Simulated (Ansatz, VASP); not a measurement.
## Si2W in VASP and in Ansatz

```
CELL_PARAMETERS angstrom
6.43899 0.00000 0.00000
0.00000 6.65721 0.00000
0.00000 0.00000 2.72775
ATOMIC_POSITIONS crystal
Si 0.22994 0.77092 0.50000
Si 0.72994 0.72908 0.00000
Si 0.77006 0.22908 0.50000
Si 0.27006 0.27092 0.00000
W 0.50000 0.50000 0.50000
W 0.00000 0.00000 0.00000
```

Alike in both runs: functional PBE; k mesh 6 × 6 × 14; occupations gaussian, width 0.1 eV; no spin polarisation.

Ansatz relaxed the structure, and its values are those at the end. VASP's run is a single point on that final structure, the one shown.

|  | VASP | Ansatz |
| --- | --- | --- |
| version | VASP 6.6.1 | Ansatz 0.2.0 |
| potentials or method | VASP PAW PBE potentials, release 64 (Si, W_sv), cutoff 520 eV | scalar-relativistic, plane waves, PAW |
| valence electrons in the cell | 44 | 44 |

|  | VASP | Ansatz | Ansatz less VASP |
| --- | --- | --- | --- |
| gap on the k mesh at the Fermi level (eV) | none | none | - |
| pressure (GPa) | 0.0 | 0.0 | -0.05 |

A gap of «none» marks a metal or a gap that the smearing closes. With one functional, cell and mesh, what is left measures potentials, basis and numerics.

Neither program's run includes spin-orbit coupling.
